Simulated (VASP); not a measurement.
A run of VASP 6.6.1:

INCAR

```
SYSTEM = ZrAu
  PREC = Accurate
  ENCUT = 500
  EDIFF = 1E-6
  ISMEAR = -1
  SIGMA = 0.1
  LREAL = .False.
  LASPH = .True.
  NELM = 120
  ALGO = Normal
  ISIF = 2
  LWAVE = .False.
  LCHARG = .True.
  GGA = PS
  LELF = .True.
  LVHAR = .True.
  NBANDS = 18
  GGA_COMPAT = .False.
```

KPOINTS

```
regular mesh
0
Gamma
  15 15 12
  0 0 0
```

POSCAR

```
ZrAu
1.0
    3.1370481979      0.0000000000      0.0000000000
    0.0000000000      3.1370481979      0.0000000000
    0.0000000000      0.0000000000      3.8821325718
Zr Au
1 1
Direct
    0.0000000000      0.0000000000      0.0000000000
    0.5000000000      0.5000000000      0.5000000000
```

Potentials or basis: VASP PAW PBE potentials, release 64 (Zr_sv, Au).

Command:

```console
$ cat potpaw_PBE.64/Zr_sv/POTCAR potpaw_PBE.64/Au/POTCAR > POTCAR
$ mpirun -np 1 vasp_std > vasp.out
```

Hardware: 1 thread of Intel(R) Xeon(R) 6975P-C (Granite Rapids), with other jobs on the host.

Problem. Estimate the wall time of this run.

Solution. Run time: 36 s on 1 thread of Intel(R) Xeon(R) 6975P-C (Granite Rapids), with other jobs on the host, peak memory 0.28 GiB. Counts: scf iterations 13, k points 252.
